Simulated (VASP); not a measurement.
Wanted: the native input for a VASP 6.6.1 run.

```
Task                   : single point
Functional             : PBE
Potentials or basis    : VASP PAW PBE potentials, release 64 (Al, Ga_d, P)
Cutoff                 : 520 eV
k mesh                 : 6 × 6 × 6
Occupations            : gaussian, width 0.1 eV
Spin                   : no spin polarisation
Dipole correction      : no
Further INCAR settings : ALGO = Normal; EDIFF = 1e-06; NBANDS = 31
```

The structure of AlGa2P3 lies in POSCAR:

```
AlGa2P3
1.0
   -1.8803009400      1.8803009400      7.9774412900
    1.8803009400     -1.8803009400      7.9774412900
    1.8803009400      1.8803009400     -7.9774412900
Al Ga P
1 2 3
Direct
    0.5000000000      0.5000000000      0.0000000000
    0.8333333300      0.8333333300      0.0000000000
    0.1666666700      0.1666666700      0.0000000000
    0.4166666700      0.9166666700      0.5000000000
    0.0833333300      0.5833333300      0.5000000000
    0.7500000000      0.2500000000      0.5000000000
```

These files were run (other wordings do the same):

INCAR

```
SYSTEM = AlGa2P3
  ALGO = Normal
  EDIFF = 1E-6
  ENCUT = 520
  GGA = PE
  ISIF = 2
  ISMEAR = 0
  LASPH = .True.
  LCHARG = .False.
  LREAL = .False.
  LWAVE = .False.
  NBANDS = 31
  NELM = 100
  PREC = Accurate
  SIGMA = 0.1
```

KPOINTS

```
k-points
0
Gamma
  6 6 6
  0 0 0
```

Potentials or basis: VASP PAW PBE potentials, release 64 (Al, Ga_d, P).

The run is started by

```sh
$ cat potpaw_PBE.64/Al/POTCAR potpaw_PBE.64/Ga_d/POTCAR potpaw_PBE.64/P/POTCAR > POTCAR
$ mpirun -np 1 vasp_std > vasp.out
```

Results of the run:

The pressure is 10.3 GPa and the largest force is 0.051 eV/Å. The band gap on the k mesh is 1.44 eV, indirect (least direct gap 1.69 eV).

Run time: 3.7 min on 1 thread of Intel(R) Xeon(R) Platinum 8488C (Sapphire Rapids) (shared host), peak memory 0.61 GiB.
